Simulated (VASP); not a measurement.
# Hf (Fm-3m) in VASP: further runs, part 2 of 2

VASP 6.6.1. The steps go on from the part before.

## (4) Single point, PBE

This run uses another cell than the first one, of 21.88 Å³/atom, 0.962 times its volume.

Contents of INCAR:

```
  PREC = Accurate
  ENCUT = 520
  EDIFF = 1E-7
  ISMEAR = -1
  SIGMA = 0.03
  LREAL = F
  LASPH = T
  NELM = 100
  ALGO = Normal
  ISIF = 2
  LWAVE = F
  LCHARG = F
  GGA = PE
  NBANDS = 11
```

Contents of KPOINTS:

```
regular mesh
0
Gamma
  13 13 13
```

Contents of POSCAR:

```
Hf
1.0
    0.0000000000      2.2200000000      2.2200000000
    2.2200000000      0.0000000000      2.2200000000
    2.2200000000      2.2200000000      0.0000000000
Hf
1
Direct
    0.0000000000      0.0000000000      0.0000000000
```

Potentials or basis: VASP PAW PBE potentials, release 64 (Hf_pv).

The run is started by

```
> cat potpaw_PBE.64/Hf_pv/POTCAR > POTCAR
> mpirun -np 1 vasp_std > vasp.out
```

OUTCAR:

```text
PREC = Accurate
   ENCUT = 520
   EDIFF = 1E-7
   ISMEAR = -1
   LREAL = F
   LASPH = T
   NELM = 100
   ISIF = 2
   GGA = PE

 ion  position               nearest neighbor table
   1  0.000  0.000  0.000-

  LATTYP: Found a face centered cubic cell.
 ALAT       =     4.4400000000

  Lattice vectors:

 A1 = (   0.0000000000,   2.2200000000,   2.2200000000)
 A2 = (   2.2200000000,   0.0000000000,   2.2200000000)
 A3 = (   2.2200000000,   2.2200000000,   0.0000000000)

Analysis of symmetry for initial positions (statically):
=====================================================================
 Subroutine PRICEL returns:
 Original cell was already a primitive cell.

 Routine SETGRP: Setting up the symmetry group for a
 face centered cubic supercell.

 Subroutine GETGRP returns: Found 48 space group operations
 (whereof 48 operations were pure point group operations)
 out of a pool of 48 trial point group operations.

The static configuration has the point symmetry O_h .

Analysis of symmetry for dynamics (positions and initial velocities):
=====================================================================
 Subroutine PRICEL returns:
 Original cell was already a primitive cell.

 Routine SETGRP: Setting up the symmetry group for a
 face centered cubic supercell.

 Subroutine GETGRP returns: Found 48 space group operations
 (whereof 48 operations were pure point group operations)
 out of a pool of 48 trial point group operations.

The dynamic configuration has the point symmetry O_h .

 Subroutine INISYM returns: Found 48 space group operations
 (whereof 48 operations are pure point group operations),
 and found     1 'primitive' translations

----------------------------------------------------------------------------------------

                                     Primitive cell

  volume of cell :      21.8821

  direct lattice vectors                    reciprocal lattice vectors
     0.000000000  2.220000000  2.220000000    -0.225225225  0.225225225  0.225225225
     2.220000000  0.000000000  2.220000000     0.225225225 -0.225225225  0.225225225
     2.220000000  2.220000000  0.000000000     0.225225225  0.225225225 -0.225225225

  length of vectors
     3.139554108  3.139554108  3.139554108     0.390101533  0.390101533  0.390101533

  position of ions in fractional coordinates (direct lattice)
     0.000000000  0.000000000  0.000000000

  ion indices of the primitive-cell ions
   primitive index   ion index
                 1           1

----------------------------------------------------------------------------------------

 KPOINTS: regular mesh

Automatic generation of k-mesh.
 Grid dimensions read from file:
 generate k-points for:   13   13   13

 Generating k-lattice:

  Cartesian coordinates                     Fractional coordinates (reciprocal lattice)
    -0.017325017  0.017325017  0.017325017     0.076923077  0.000000000  0.000000000
     0.017325017 -0.017325017  0.017325017     0.000000000  0.076923077  0.000000000
     0.017325017  0.017325017 -0.017325017     0.000000000  0.000000000  0.076923077

  Length of vectors
     0.030007810  0.030007810  0.030007810

  Shift w.r.t. Gamma in fractional coordinates (k-lattice)
     0.000000000  0.000000000  0.000000000

 Subroutine IBZKPT returns following result:
 ===========================================

 Found     84 irreducible k-points:

 Following reciprocal coordinates:
            Coordinates               Weight
  0.000000  0.000000  0.000000      1.000000
  0.076923  0.000000  0.000000      8.000000
  0.153846  0.000000  0.000000      8.000000
  0.230769  0.000000  0.000000      8.000000
  0.307692  0.000000  0.000000      8.000000
  0.384615  0.000000  0.000000      8.000000
[... 16 lines left out ...]
  0.384615  0.153846  0.000000     24.000000
  0.461538  0.153846  0.000000     24.000000
 [... further k-points ...]
   k-points           NKPTS =     84   k-points in BZ     NKDIM =     84   number of bands    NBANDS=     11
   number of dos      NEDOS =    301   number of ions     NIONS =      1
   total plane-waves  NPLWV =  13824
   dimension x,y,z NGX =    24 NGY =   24 NGZ =   24
   dimension x,y,z NGXF=    48 NGYF=   48 NGZF=   48
   ions per type =               1
   NGX,Y,Z   is equivalent  to a cutoff of  12.71, 12.71, 12.71 a.u.
   NGXF,Y,Z  is equivalent  to a cutoff of  25.42, 25.42, 25.42 a.u.
 SYSTEM =  unknown system
   PREC   = accura    normal or accurate (medium, high low for compatibility)
   ISTART =      0    job   : 0-new  1-cont  2-samecut
   ICHARG =      2    charge: 1-file 2-atom 10-const
   ISPIN  =      1    spin polarized calculation?
   LNONCOLLINEAR =      F non collinear calculations
   LSORBIT =      F    spin-orbit coupling
   LASPH  =      T    aspherical Exc in radial PAW
   ENCUT  =  520.0 eV  38.22 Ry    6.18 a.u.   5.84  5.84  5.84*2*pi/ulx,y,z
   NELM   =    100;   NELMIN=  2; NELMDL= -5     # of ELM steps
   EDIFF  = 0.1E-06   stopping-criterion for ELM
   LREAL  =      F    real-space projection
   EDIFFG = 0.1E-05   stopping-criterion for IOM
   NSW    =      0    number of steps for IOM
   IBRION =     -1    ionic relax: 0-MD 1-quasi-New 2-CG
   NFREE  =      0    steps in history (QN), initial steepest desc. (CG)
   ISIF   =      2    stress and relaxation
   ISYM   =      2    0-nonsym 1-usesym 2-fastsym
   POTIM  = 0.5000    time-step for ionic-motion
   TEBEG  =    0.0;   TEEND  =   0.0 temperature during run
   PSTRESS=    0.0 pullay stress
   NELECT =      10.0000    total number of electrons
   NUPDOWN=      -1.0000    fix difference up-down
   EMIN   =  10.00;   EMAX   =-10.00  energy-range for DOS
   EFERMI =   0.00;   METHOD = LEGACY
   ISMEAR =    -1;   SIGMA  =   0.03  broadening in eV -4-tet -1-fermi 0-gaus
   EFERMI_NEDOS =   21; number of points for ismear=-14 and -15
   IALGO  =     38    algorithm
   IMIX   =      4    mixing-type and parameters
     AMIX     =   0.40;   BMIX     =  1.00
     AMIX_MAG =   1.60;   BMIX_MAG =  1.00
  volume/ion in A,a.u.               =      21.88       147.67
  Fermi-wavevector in a.u.,A,eV,Ry     =   1.260991  2.382927 21.634588  1.590097
  Thomas-Fermi vector in A             =   2.394472
   LORBIT       =      0    0 simple, 1 ext, 2 COOP (PROOUT), +10 PAW based schemes
   GGA     = PE    functional components
   LHFCALC =     F    Hartree Fock is set to
   AEXX    =    0.0000 exact exchange contribution
   IVDW    =     0    specifies the selected vdW correction
   LEPSILON=     F    determine dielectric tensor
   LRPA    =     F    only Hartree local field effects (RPA)
 non-spin polarized calculation
  energy-cutoff  :      520.00
  volume of cell :       21.88
 maximum number of plane-waves:       609
   NGX = 11   NGY = 11   NGZ = 11

 number of electron      10.0000000 magnetization

 Free energy of the ion-electron system (eV)
  ---------------------------------------------------
  ext. energy  EPLUGINS =         0.00000000
  ---------------------------------------------------
  free energy    TOTEN  =        -9.85050352 eV

  energy without entropy =       -9.84596466  energy(sigma->0) =       -9.84823409

 E-fermi :   4.8779     XC(G=0): -11.3867

 val. band max:        4.8751650018   @ k =   0.3077   0.0000   0.0000
 cond. band min:       4.8822738080   @ k =  -0.3846   0.3846   0.1538
 fundamental gap:      0.0071088062
 Fermi energy:         4.8778631439

 k-point     1 :       0.0000    0.0000    0.0000
  band No.  band energies     occupation
      1     -25.0376      2.00000
      2     -25.0376      2.00000
      3     -25.0376      2.00000
      4      -2.3905      2.00000
      5       6.3088      0.00000
      6       6.3088      0.00000
      7       6.3088      0.00000
      8       9.1794      0.00000
      9       9.1794      0.00000
     10      16.2842      0.00000
     11      18.0407      0.00000
[... 309 lines left out ...]
 k-point    24 :       0.4615    0.1538    0.0000
  band No.  band energies     occupation
      1     -25.8028      2.00000
      2     -25.2513      2.00000
      3     -25.1992      2.00000
      4       1.7016      2.00000
      5       4.4295      2.00000
      6       5.5603      0.00000
      7       6.8988      0.00000
      8      11.0262      0.00000
      9      11.4496      0.00000
     10      14.6817      0.00000
     11      17.9644      0.00000

 [... further k-points ...]

------------------------ aborting loop because EDIFF is reached ----------------------------------------

  FORCE on cell =-STRESS in cart. coord.  units (eV):
  Direction    XX          YY          ZZ          XY          YZ          ZX
  --------------------------------------------------------------------------------------
  -------------------------------------------------------------------------------------
  Total        0.3859863      0.3859863      0.3859863      0.0000000     -0.0000000     -0.0000000
  in kB       28.2613898     28.2613898     28.2613898      0.0000000     -0.0000000     -0.0000000
  external PRESSURE =      28.2613898 kB  Pullay stress =       0.0000000 kB

 VOLUME and BASIS-vectors are now :
 -----------------------------------------------------------------------------
  energy-cutoff  :      520.00
  volume of cell :       21.88
      direct lattice vectors                 reciprocal lattice vectors
     0.000000000  2.220000000  2.220000000    -0.225225225  0.225225225  0.225225225
     2.220000000  0.000000000  2.220000000     0.225225225 -0.225225225  0.225225225
     2.220000000  2.220000000  0.000000000     0.225225225  0.225225225 -0.225225225

 POSITION                                       TOTAL-FORCE (eV/Angst)
 -----------------------------------------------------------------------------------
      0.00000      0.00000      0.00000        -0.000000      0.000000      0.000000
 -----------------------------------------------------------------------------------
    total drift:                               -0.000000     -0.000000     -0.000000

  FREE ENERGIE OF THE ION-ELECTRON SYSTEM (eV)
  ---------------------------------------------------
  free  energy   TOTEN  =        -9.8505035166 eV

  energy  without entropy=       -9.8459646644  energy(sigma->0) =       -9.84823409
```

Run time: 19 s. Hardware: 1 thread of AMD EPYC 7R43 (Zen 3), shared host; peak memory 0.11 GiB.

What came out:

- Free energy: -9.8505 eV
- Pressure: 2.8 GPa
- Band gap on the k mesh: zero (band 5 reaches 6.31 eV, above the bottom of band 6 at 4.34 eV)

Caveat: spin-orbit coupling is left out, which moves the levels of the heavy elements.

## (5) Single point, PBE (volume scaled by 1.01)

Contents of INCAR:

```
SYSTEM = Hf
PREC = Accurate ; ENCUT = 520
EDIFF = 1E-6 ; ISMEAR = -1
SIGMA = 0.03 ; LREAL = .FALSE.
LASPH = .TRUE. ; NELM = 60
ALGO = Normal ; ISIF = 2
LWAVE = .FALSE. ; LCHARG = .FALSE.
GGA = PE ; NBANDS = 11
```

Contents of KPOINTS:

```
Automatic mesh
0
G
  13 13 13
  0 0 0
```

Contents of POSCAR:

```
Hf
1.0
    0.0000000000      2.2273754695      2.2273754695
    2.2273754695      0.0000000000      2.2273754695
    2.2273754695      2.2273754695      0.0000000000
Hf
1
Direct
    0.0000000000      0.0000000000      0.0000000000
```

The run is started by

```
> cat potpaw_PBE.64/Hf_pv/POTCAR > POTCAR
> mpirun -np 1 vasp_std > vasp.out
```

It took 17 s on 1 thread of AMD EPYC 7R43 (Zen 3), shared host; peak memory 0.11 GiB.

It converged, with:

| Item | Value |
| --- | --- |
| Free energy | -9.8536 eV |
| Pressure | 1.7 GPa |
| Band gap on the k mesh | zero (band 5 reaches 6.24 eV, above the bottom of band 6 at 4.27 eV) |

Levels at points of the mesh, in eV from the Fermi level:
```csv
k point,band 1,band 2,band 3,band 4,band 5,band 6,band 7,band 8,band 9,band 10
"(0.00, 0.00, 0.00)",-29.95,-29.95,-29.95,-7.23,1.43,1.43,1.43,4.26,4.26,11.37
```

Caveat: the cell differs from its parent crystal (volume scaled by 1.01); spin-orbit coupling is left out, which moves the levels of the heavy elements.

## (6) Single point, PBE (volume scaled by 0.99)

Contents of INCAR:

```
ALGO = Normal
EDIFF = 1E-6
ENCUT = 520
GGA = PE
ISIF = 2
ISMEAR = -1
LASPH = True
LCHARG = False
LREAL = False
LWAVE = False
NBANDS = 11
NELM = 100
PREC = Accurate
SIGMA = 0.03
```

Contents of KPOINTS:

```
k-points
0
Gamma
  13 13 13
```

Contents of POSCAR:

```
Hf
1.0
    0.0000000000      2.2125751954      2.2125751954
    2.2125751954      0.0000000000      2.2125751954
    2.2125751954      2.2125751954      0.0000000000
Hf
1
Direct
    0.0000000000      0.0000000000      0.0000000000
```

Potentials or basis: VASP PAW PBE potentials, release 64 (Hf_pv).

The run is started by

```
> cat potpaw_PBE.64/Hf_pv/POTCAR > POTCAR
> mpirun -np 1 vasp_std > vasp.out
```

OUTCAR:

```text
EDIFF = 1E-6
   ENCUT = 520
   GGA = PE
   ISIF = 2
   ISMEAR = -1
   LASPH = True
   LREAL = False
   NELM = 100
   PREC = Accurate

 ion  position               nearest neighbor table
   1  0.000  0.000  0.000-

  LATTYP: Found a face centered cubic cell.
 ALAT       =     4.4251503908

  Lattice vectors:

 A1 = (   0.0000000000,   2.2125751954,   2.2125751954)
 A2 = (   2.2125751954,   0.0000000000,   2.2125751954)
 A3 = (   2.2125751954,   2.2125751954,   0.0000000000)

Analysis of symmetry for initial positions (statically):
[... 506 lines left out ...]
      6       5.6316      0.00000
      7       6.9802      0.00000
      8      11.1631      0.00000
      9      11.5934      0.00000
     10      14.8704      0.00000
     11      18.0953      0.00000

 [... further k-points ...]
[... 5 lines left out ...]
  --------------------------------------------------------------------------------------
  -------------------------------------------------------------------------------------
  Total        0.5420510      0.5420510      0.5420510     -0.0000000      0.0000000      0.0000000
  in kB       40.0891295     40.0891295     40.0891295     -0.0000000      0.0000000      0.0000000
  external PRESSURE =      40.0891295 kB  Pullay stress =       0.0000000 kB

 VOLUME and BASIS-vectors are now :
 -----------------------------------------------------------------------------
  energy-cutoff  :      520.00
  volume of cell :       21.66
      direct lattice vectors                 reciprocal lattice vectors
     0.000000000  2.212575195  2.212575195    -0.225981020  0.225981020  0.225981020
     2.212575195  0.000000000  2.212575195     0.225981020 -0.225981020  0.225981020
     2.212575195  2.212575195  0.000000000     0.225981020  0.225981020 -0.225981020

 POSITION                                       TOTAL-FORCE (eV/Angst)
 -----------------------------------------------------------------------------------
      0.00000      0.00000      0.00000        -0.000000     -0.000000     -0.000000
 -----------------------------------------------------------------------------------
    total drift:                               -0.000000     -0.000000     -0.000000

  FREE ENERGIE OF THE ION-ELECTRON SYSTEM (eV)
  ---------------------------------------------------
  free  energy   TOTEN  =        -9.8458099672 eV

  energy  without entropy=       -9.8412987978  energy(sigma->0) =       -9.84355438
```

stdout:

```text
POSCAR found type information on POSCAR Hf
 POSCAR found :  1 types and       1 ions
 scaLAPACK will be used
 LDA part: xc-table for (Slater+PW92), standard interpolation
 POSCAR, INCAR and KPOINTS ok, starting setup
 FFT: planning ... GRIDC
 FFT: planning ... GRID_SOFT
 FFT: planning ... GRID
 WAVECAR not read
 entering main loop
```

Run time: 17 s. Hardware: 1 thread of AMD EPYC 7R43 (Zen 3), shared host; peak memory 0.11 GiB.

Results:

```
Free energy            : -9.8458 eV
Pressure               : 4.0 GPa
Band gap on the k mesh : zero (band 5 reaches 6.38 eV, above the bottom of band 6 at 4.40 eV)
```

Levels at points of the mesh, in eV from the Fermi level:
```tsv
k point	band 3	band 4	band 5	band 6	band 7	band 8
(0.00, 0.00, 0.00)	-29.88	-7.30	1.43	1.43	1.43	4.34
```

Caveat: the cell differs from its parent crystal (volume scaled by 0.99); spin-orbit coupling is left out, which moves the levels of the heavy elements.

## (7) Overview

| cell | gap on the mesh (eV) | pressure (GPa) |
| --- | --- | --- |
| a = 3.181 Å, angles 60.0°, 1 atom | none | -1.4 |
| a = 3.075 Å, angles 60.0°, 1 atom | none | 10.7 |
| a = 3.140 Å, angles 60.0°, 1 atom | none | 2.8 |
| a = 3.150 Å, angles 60.0°, 1 atom | none | 1.7 |
| a = 3.129 Å, angles 60.0°, 1 atom | none | 4.0 |

Alike in all rows: task single point; level PBE; potentials or basis VASP PAW PBE potentials, release 64 (Hf_pv); no spin polarisation; k mesh 13 × 13 × 13; cutoff (eV) 520; smearing fermi-dirac 0.03 eV.

Caveats: spin-orbit coupling is left out, which moves the levels of the heavy elements.

Absolute energies hang on the potentials; compare differences alone.
